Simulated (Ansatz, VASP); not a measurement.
## Two plane-wave programs on BiAs

INCAR

```
SYSTEM = BiAs
PREC = Accurate ; ENCUT = 520
EDIFF = 1E-8 ; ISMEAR = -1
SIGMA = 0.05 ; LREAL = .False.
LASPH = .True. ; NELM = 80
ALGO = Normal ; ISIF = 2
LWAVE = .False. ; LCHARG = .False.
GGA = PE ; LEFG = .True.
NBANDS = 17
```

KPOINTS

```
regular mesh
0
Gamma
  5 5 5
  0 0 0
```

The input POSCAR:

```
BiAs
1.0
    0.0000000000      3.3531471192      3.3531471192
    3.3531471192      0.0000000000      3.3531471192
    3.3531471192      3.3531471192      0.0000000000
As Bi
1 1
Direct
    0.0000000000      0.0000000000      0.0000000000
    0.2500000000      0.2500000000      0.2500000000
```

Input for Ansatz:

```yaml
crystal:
  lattice:
    - [0.0, 3.3531471192, 3.3531471192]
    - [3.3531471192, 0.0, 3.3531471192]
    - [3.3531471192, 3.3531471192, 0.0]
  atoms:
    - { symbol: As, position: [0.0, 0.0, 0.0] }
    - { symbol: Bi, position: [0.25, 0.25, 0.25] }
kpoints:
  mp_grid: { grid: [5, 5, 5] }
scf:
  occupations: { method: fermi_dirac, width: 0.05 }
hamiltonian:
  xc: pbe
  pseudopotentials: { kind: paw }
output:
  forces: true
  stress: true
  eigenvalues: true
  efg: { contact_densities: true }
```

Alike in both runs: task electric field gradients; functional PBE; k mesh 5 × 5 × 5; occupations fermi-dirac, width 0.05 eV; no spin polarisation.

|  | VASP | Ansatz |
| --- | --- | --- |
| version | VASP 6.6.1 | Ansatz 0.2.0 |
| potentials or method | VASP PAW PBE potentials, release 64 (As, Bi_d) | PAW with Ansatz's default frozen-core files, scalar-relativistic |
| plane-wave cutoff (eV) | 520 | 420 |
| valence electrons in the cell | 20 | 30 |

```csv
,VASP,Ansatz,Ansatz less VASP
pressure (GPa),-0.1,-0.1,0.00
```

VASP's potentials hold 20 valence electrons a cell and Ansatz's 30, so a difference there can come from the potentials and not from the codes.

Neither program's run includes spin-orbit coupling.
